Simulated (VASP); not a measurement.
# K6NaMg8F24 (a cell with a defect) in VASP: a series of runs, part 2 of 2

VASP 6.6.1. The steps go on from the part before.

### Step 3. Single point, PBEsol, collinear spin

Input file INCAR:

```
PREC = Accurate
ENCUT = 520
EDIFF = 1E-6
ISMEAR = -1
SIGMA = 0.05
LREAL = Auto
LASPH = T
NELM = 200
ALGO = Normal
ISIF = 2
LWAVE = F
LCHARG = F
ISPIN = 2
MAGMOM = 0 0 0 0 0 0 2 0 0 0 0 0 0 0 0 0 0 0 0 0 0 0 0 0 0 0 0 0 0 0 0 0 0 0 0 0 0 0 0
LORBIT = 11
GGA = PS
NBANDS = 152
NELECT = 244.0
ISYM = -1
GGA_COMPAT = F
```

Input file KPOINTS:

```
explicit points
1
Reciprocal
  0.25000000   0.25000000   0.25000000 1
```

Input file POSCAR:

```
K6NaMg8F24
1.0
    7.9825440000      0.0000000000      0.0000000000
    0.0000000000      7.9825440000      0.0000000000
    0.0000000000      0.0000000000      7.9825440000
K Na Mg F
6 1 8 24
Direct
    0.0006170000      0.9998690000      0.9994290000
    0.0006600000      0.9993850000      0.4992610000
    0.0007090000      0.4998830000      0.9992510000
    0.4999450000      0.9997610000      0.9994960000
    0.5002290000      0.9997360000      0.4994770000
    0.5002200000      0.4996330000      0.9991550000
    0.4826620000      0.4992210000      0.4972070000
    0.2482600000      0.2523690000      0.2519930000
    0.2484330000      0.2533180000      0.7464420000
    0.2484450000      0.7467780000      0.2528540000
    0.2481840000      0.7466930000      0.7463700000
    0.7523100000      0.2530740000      0.2526960000
    0.7520940000      0.2531690000      0.7456650000
    0.7522140000      0.7460740000      0.2527850000
    0.7524300000      0.7467330000      0.7462580000
    0.2504730000      0.2505950000      0.9993250000
    0.2634200000      0.2502670000      0.4992980000
    0.2519340000      0.7495200000      0.9998060000
    0.2611270000      0.7515210000      0.4996200000
    0.7501510000      0.2505050000      0.9991440000
    0.7390110000      0.2458350000      0.4992160000
    0.7486250000      0.7493510000      0.9995100000
    0.7418640000      0.7535250000      0.4995100000
    0.0003830000      0.2440280000      0.2441950000
    0.0003490000      0.2448080000      0.7531050000
    0.0004210000      0.7544760000      0.2439100000
    0.0003610000      0.7559530000      0.7560070000
    0.5002450000      0.2495530000      0.2483100000
    0.5002440000      0.2502760000      0.7497800000
    0.5003040000      0.7487530000      0.2512840000
    0.5003430000      0.7497560000      0.7487330000
    0.2512200000      0.9998200000      0.2505890000
    0.2512130000      0.0001330000      0.7485350000
    0.2621670000      0.4996610000      0.2489980000
    0.2617760000      0.5000740000      0.7515540000
    0.7493020000      0.9996810000      0.2494840000
    0.7491550000      0.0000340000      0.7492580000
    0.7398510000      0.4996810000      0.2457600000
    0.7408370000      0.5000020000      0.7521270000
```

Potentials or basis: VASP PAW PBE potentials, release 64 (K_sv, Na_pv, Mg, F).

Launch:

```sh
$ cat potpaw_PBE.64/K_sv/POTCAR potpaw_PBE.64/Na_pv/POTCAR potpaw_PBE.64/Mg/POTCAR potpaw_PBE.64/F/POTCAR > POTCAR
$ mpirun -np 1 vasp_std > vasp.out
```

OUTCAR:

```text
PREC = Accurate
   ENCUT = 520
   EDIFF = 1E-6
   ISMEAR = -1
   LREAL = Auto
   LASPH = T
   NELM = 200
   ISIF = 2
   ISPIN = 2
   LORBIT = 11
   GGA = PS
   NELECT = 244.0
   ISYM = -1

 ion  position               nearest neighbor table
   1  0.001  1.000  0.999-  27 2.75  24 2.76  26 2.77  25 2.77  16 2.83  20 2.83  36 2.83  33 2.83
                            37 2.83  18 2.83  32 2.83  22 2.84   8 3.47  11 3.47   9 3.48  10 3.48
   2  0.001  0.999  0.499-  32 2.82  25 2.82  24 2.82  33 2.82  27 2.82  26 2.82  36 2.83  37 2.83
                            23 2.85  10 3.44  11 3.44   8 3.45  15 3.45  14 3.45  12 3.45  13 3.45
   3  0.001  0.500  0.999-  16 2.82  26 2.82  27 2.82  20 2.82  18 2.83  24 2.83  25 2.83  22 2.83
                             9 3.44  11 3.44   8 3.45  15 3.45  14 3.45  10 3.45  12 3.45  13 3.45
   4  0.500  1.000  0.999-  18 2.81  28 2.81  22 2.82  36 2.82  37 2.82  33 2.82  32 2.82  29 2.82
                            16 2.82  31 2.83  20 2.83  30 2.84   8 3.49  10 3.49  11 3.49   9 3.49
   5  0.500  1.000  0.499-  21 2.74  19 2.75  17 2.75  23 2.75  32 2.81  33 2.81  37 2.81  36 2.82
                            30 2.82  31 2.82  29 2.83  28 2.83  10 3.46  13 3.46  11 3.47  15 3.47
   6  0.500  0.500  0.999-  35 2.74  38 2.74  39 2.75  34 2.75  22 2.81  18 2.81  29 2.82  16 2.82
                            20 2.82  28 2.82  31 2.83  30 2.83   9 3.46  13 3.47  11 3.47   8 3.47
   7  0.483  0.499  0.497-
   8  0.248  0.252  0.252-  34 1.98  17 1.98  24 1.98  28 2.01  32 2.02  16 2.02   3 3.45   2 3.45
                             6 3.47   5 3.47   1 3.47   4 3.49
   9  0.248  0.253  0.746-  35 1.97  17 1.98  25 1.98  29 2.01  16 2.02  33 2.02   3 3.44   2 3.45
                             6 3.46   5 3.47   1 3.48   4 3.49
  10  0.248  0.747  0.253-  19 1.97  34 1.98  26 1.98  30 2.01  32 2.02  18 2.02   2 3.44   3 3.45
                             5 3.46   6 3.47   1 3.48   4 3.49
  11  0.248  0.747  0.746-  35 1.97  19 1.97  27 1.98  31 2.01  33 2.02  18 2.02   3 3.44   2 3.44
                             6 3.47   5 3.47   1 3.47   4 3.49
  12  0.752  0.253  0.253-  21 1.97  38 1.97  24 1.98  28 2.01  36 2.02  20 2.02   2 3.45   3 3.45
                             6 3.47   5 3.47   1 3.48   4 3.50
  13  0.752  0.253  0.746-  21 1.97  39 1.97  25 1.98  29 2.01  37 2.02  20 2.02   2 3.45   3 3.45
                             5 3.46   6 3.47   1 3.48   4 3.50
  14  0.752  0.746  0.253-  38 1.97  23 1.97  26 1.98  30 2.01  22 2.02  36 2.02   3 3.45   2 3.45
                             6 3.47   5 3.47   1 3.48   4 3.50
  15  0.752  0.747  0.746-  23 1.97  39 1.97  27 1.98  31 2.01  22 2.02  37 2.02   2 3.45   3 3.45
                             5 3.47   6 3.47   1 3.48   4 3.50
  16  0.250  0.251  0.999-   8 2.02   9 2.02   6 2.82   3 2.82   4 2.82   1 2.83
  17  0.263  0.250  0.499-   9 1.98   8 1.98   5 2.75
  18  0.252  0.750  1.000-  10 2.02  11 2.02   6 2.81   4 2.81   3 2.83   1 2.83
  19  0.261  0.752  0.500-  11 1.97  10 1.97   5 2.75
  20  0.750  0.251  0.999-  13 2.02  12 2.02   6 2.82   3 2.82   4 2.83   1 2.83
  21  0.739  0.246  0.499-  13 1.97  12 1.97   5 2.74
  22  0.749  0.749  1.000-  15 2.02  14 2.02   6 2.81   4 2.82   3 2.83   1 2.84
  23  0.742  0.754  0.500-  14 1.97  15 1.97   5 2.75   2 2.85
  24  0.000  0.244  0.244-   8 1.98  12 1.98   1 2.76   2 2.82   3 2.83
  25  0.000  0.245  0.753-   9 1.98  13 1.98   1 2.77   2 2.82   3 2.83
  26  0.000  0.754  0.244-  10 1.98  14 1.98   1 2.77   3 2.82   2 2.82
  27  0.000  0.756  0.756-  11 1.98  15 1.98   1 2.75   3 2.82   2 2.82
  28  0.500  0.250  0.248-   8 2.01  12 2.01   4 2.81   6 2.82   5 2.83
  29  0.500  0.250  0.750-   9 2.01  13 2.01   6 2.82   4 2.82   5 2.83
  30  0.500  0.749  0.251-  10 2.01  14 2.01   5 2.82   6 2.83   4 2.84
  31  0.500  0.750  0.749-  15 2.01  11 2.01   5 2.82   6 2.83   4 2.83
  32  0.251  1.000  0.251-   8 2.02  10 2.02   5 2.81   2 2.82   4 2.82   1 2.83
  33  0.251  0.000  0.749-   9 2.02  11 2.02   5 2.81   4 2.82   2 2.82   1 2.83
  34  0.262  0.500  0.249-  10 1.98   8 1.98   6 2.75
  35  0.262  0.500  0.752-  11 1.97   9 1.97   6 2.74
  36  0.749  1.000  0.249-  12 2.02  14 2.02   5 2.82   4 2.82   2 2.83   1 2.83
  37  0.749  0.000  0.749-  13 2.02  15 2.02   5 2.81   4 2.82   2 2.83   1 2.83
  38  0.740  0.500  0.246-  14 1.97  12 1.97   6 2.74
  39  0.741  0.500  0.752-  15 1.97  13 1.97   6 2.75

IMPORTANT INFORMATION: All symmetrisations will be switched off!
[... 158 lines left out ...]
   LRPA    =     F    only Hartree local field effects (RPA)
 spin polarized calculation
  energy-cutoff  :      520.00
  volume of cell :      508.66
 maximum number of plane-waves:     13679
 NGX is ok and might be reduce to    60
   NGX = 29   NGY = 29   NGZ = 29

 number of electron     243.9999779 magnetization      -0.0002527

 number of electron     243.9999779 magnetization       0.0000444

 Free energy of the ion-electron system (eV)
  ---------------------------------------------------
  ext. energy  EPLUGINS =         0.00000000
  ---------------------------------------------------
  free energy    TOTEN  =      -191.97610722 eV

  energy without entropy =     -191.71136959  energy(sigma->0) =     -191.84373841

 E-fermi :  -2.2930     XC(G=0):  -9.5235

 val. band max:       -2.3402309394   @ k =   0.2500   0.2500   0.2500
 cond. band min:       5.6202736828   @ k =   0.2500   0.2500   0.2500
 fundamental gap:      7.9605046222
 Fermi energy:        -2.2930315266

 spin component 1

 k-point     1 :       0.2500    0.2500    0.2500
  band No.  band energies     occupation
      1     -27.4925      1.00000
      2     -27.4887      1.00000
      3     -27.4316      1.00000
      4     -27.3513      1.00000
      5     -27.2867      1.00000
      6     -27.2847      1.00000
[... 126 lines left out ...]
    133       8.5982      0.00000
    134       8.7573      0.00000
 Fermi energy:        -2.2930315266

 spin component 2

 k-point     1 :       0.2500    0.2500    0.2500
  band No.  band energies     occupation
      1     -27.4925      1.00000
      2     -27.4887      1.00000
      3     -27.4316      1.00000
      4     -27.3513      1.00000
      5     -27.2867      1.00000
      6     -27.2847      1.00000
[... 126 lines left out ...]
    133       8.5982      0.00000
    134       8.7573      0.00000
 [bands above 134 left out]

------------------------ aborting loop because EDIFF is reached ----------------------------------------

  FORCE on cell =-STRESS in cart. coord.  units (eV):
  Direction    XX          YY          ZZ          XY          YZ          ZX
  --------------------------------------------------------------------------------------
  -------------------------------------------------------------------------------------
  Total       -8.2359774     -8.3304605     -8.3300210      0.3626817      0.3689418      0.3570868
  in kB      -25.9418991    -26.2395045    -26.2381201      1.1423845      1.1621026      1.1247616
  external PRESSURE =     -26.1398413 kB  Pullay stress =       0.0000000 kB

 VOLUME and BASIS-vectors are now :
 -----------------------------------------------------------------------------
  energy-cutoff  :      520.00
  volume of cell :      508.66
      direct lattice vectors                 reciprocal lattice vectors
     7.982544000  0.000000000  0.000000000     0.125273346  0.000000000  0.000000000
     0.000000000  7.982544000  0.000000000     0.000000000  0.125273346  0.000000000
     0.000000000  0.000000000  7.982544000     0.000000000  0.000000000  0.125273346

 POSITION                                       TOTAL-FORCE (eV/Angst)
 -----------------------------------------------------------------------------------
      0.00493      7.98150      7.97799        -0.002937      0.000562     -0.004709
      0.00527      7.97763      3.98537        -0.005101      0.005366      0.002547
      0.00566      3.99034      7.97657        -0.005589     -0.000917      0.002008
      3.99083      7.98064      7.97852         0.006652     -0.002908     -0.002505
      3.99310      7.98044      3.98710         0.004610     -0.002940     -0.001832
      3.99303      3.98834      7.97580         0.008086      0.001744     -0.002161
[... 31 lines left out ...]
      5.90589      3.98873      1.96179         0.008831     -0.008215     -0.007536
      5.91376      3.99129      6.00389         0.003810     -0.003868      0.025081
 -----------------------------------------------------------------------------------
    total drift:                                0.005829      0.000851     -0.022927

  FREE ENERGIE OF THE ION-ELECTRON SYSTEM (eV)
  ---------------------------------------------------
  free  energy   TOTEN  =      -191.9761072186 eV

  energy  without entropy=     -191.7113695932  energy(sigma->0) =     -191.84373841

 total charge

# of ion       s       p       d       tot
------------------------------------------
    1        1.954   5.576   0.028   7.558
    2        1.953   5.573   0.025   7.552
    3        1.953   5.573   0.025   7.552
    4        1.954   5.575   0.026   7.554
    5        1.955   5.577   0.028   7.560
    6        1.955   5.577   0.028   7.560
[... 31 lines left out ...]
   38        1.731   4.361   0.000   6.092
   39        1.731   4.359   0.000   6.090
--------------------------------------------------
tot         54.261 145.345   0.775 200.381

 magnetization (x)

# of ion       s       p       d       tot
------------------------------------------
    1       -0.000   0.000  -0.000  -0.000
    2       -0.000   0.000   0.000   0.000
    3       -0.000  -0.000   0.000  -0.000
    4       -0.000  -0.000  -0.000  -0.000
    5       -0.000  -0.000   0.000  -0.000
    6       -0.000  -0.000   0.000  -0.000
[... 31 lines left out ...]
   38       -0.000  -0.000   0.000  -0.000
   39       -0.000  -0.000   0.000  -0.000
--------------------------------------------------
tot          0.000   0.000   0.000   0.000
```

Wall time 8.1 min (1 thread of Intel Xeon Platinum 8488C (Sapphire Rapids), shared host); peak memory 0.72 GiB.

Results:

- Free energy: -191.9761 eV
- Largest force: 0.040 eV/Å
- Net moment: 0.00 μB per cell
- Valence electrons inside the program's atomic spheres: K 7.56, 7.55 (each value once); Na 5.98; Mg 0.36; F 6.09, 6.10 (each value once)

Forces in eV/Å, atoms in the order of the input:
```
K   -0.003  0.001 -0.005
K   -0.005  0.005  0.003
K   -0.006 -0.001  0.002
K    0.007 -0.003 -0.003
K    0.005 -0.003 -0.002
K    0.008  0.002 -0.002
Na  -0.001 -0.002  0.002
Mg  -0.002  0.028  0.027
Mg  -0.012 -0.011 -0.015
Mg  -0.016 -0.004 -0.009
Mg   0.005  0.024  0.018
Mg  -0.013  0.016  0.012
Mg  -0.001  0.031 -0.014
Mg  -0.001 -0.005  0.025
Mg  -0.016 -0.026 -0.025
F   -0.001 -0.002 -0.005
F    0.000 -0.010 -0.006
F   -0.008 -0.004 -0.007
F    0.004 -0.010  0.005
F    0.000 -0.010 -0.001
F    0.014 -0.006 -0.005
F    0.003  0.006  0.002
F   -0.003  0.020  0.000
F    0.003  0.006  0.008
F    0.009 -0.004  0.015
F    0.003  0.006 -0.005
F    0.003 -0.011 -0.009
F    0.007  0.006  0.008
F    0.005  0.003  0.000
F    0.002  0.005 -0.007
F   -0.004 -0.003 -0.004
F    0.000 -0.010 -0.002
F   -0.004 -0.002  0.000
F    0.003 -0.003 -0.009
F   -0.001 -0.002 -0.007
F    0.002 -0.006 -0.007
F    0.003 -0.005  0.007
F    0.009 -0.008 -0.008
F    0.004 -0.004  0.025
```

Levels at points of the mesh, in eV from the Fermi level:
Spin up:
| k point | band 119 | band 120 | band 121 | band 122 | band 123 | band 124 | band 125 | band 126 | band 127 | band 128 |
| --- | --- | --- | --- | --- | --- | --- | --- | --- | --- | --- |
| (0.25, 0.25, 0.25) | -0.11 | -0.10 | -0.07 | -0.07 | -0.05 | 7.91 | 9.23 | 9.52 | 9.62 | 10.39 |
Spin down:
```tsv
k point	band 119	band 120	band 121	band 122	band 123	band 124	band 125	band 126	band 127	band 128
(0.25, 0.25, 0.25)	-0.11	-0.10	-0.07	-0.07	-0.05	7.91	9.23	9.52	9.62	10.39
```

Caveat: the cell carries a net charge on a neutralising background, which shifts energy and pressure; the cell is charged against a uniform background, so pressure and absolute levels hang on convention; the PAW data sets were made with another functional, which shifts forces and pressure a little.
